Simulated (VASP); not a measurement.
Runs of VASP 6.6.1 on Pd. The structure is that of space group Fd-3m (No. 227), or close to it. The cells are those of the table. 

```tsv
task	cell	k mesh for the DOS	occupations for the DOS	gap on the mesh (eV)	pressure (GPa)
single point	a = 3.350 Å, angles 60.0°, 2 atoms	-	-	none	166.2
single point	a = 3.748 Å, angles 60.0°, 2 atoms	-	-	none	25.4
single point	a = 3.625 Å, angles 60.0°, 2 atoms	-	-	none	(a)
single point	a = 3.493 Å, angles 60.0°, 2 atoms	-	-	none	94.5
single point	a = 3.194 Å, angles 60.0°, 2 atoms	-	-	none	286.0
single point	a = 3.864 Å, angles 60.0°, 2 atoms	-	-	none	(b)
```

Alike in all rows: level LDA; potentials or basis VASP PAW LDA potentials, release 64 (Pd); no spin polarisation; k mesh 13 × 13 × 13; cutoff (eV) 520; smearing fermi-dirac 0.1 eV.

Q: Estimate the missing entries.

A: (a) 51.5; (b) 9.5.

A k mesh can miss the band edges, and the runs leave out spin-orbit coupling on Pd.

A gap of «none» marks levels without a gap at the run's occupations.
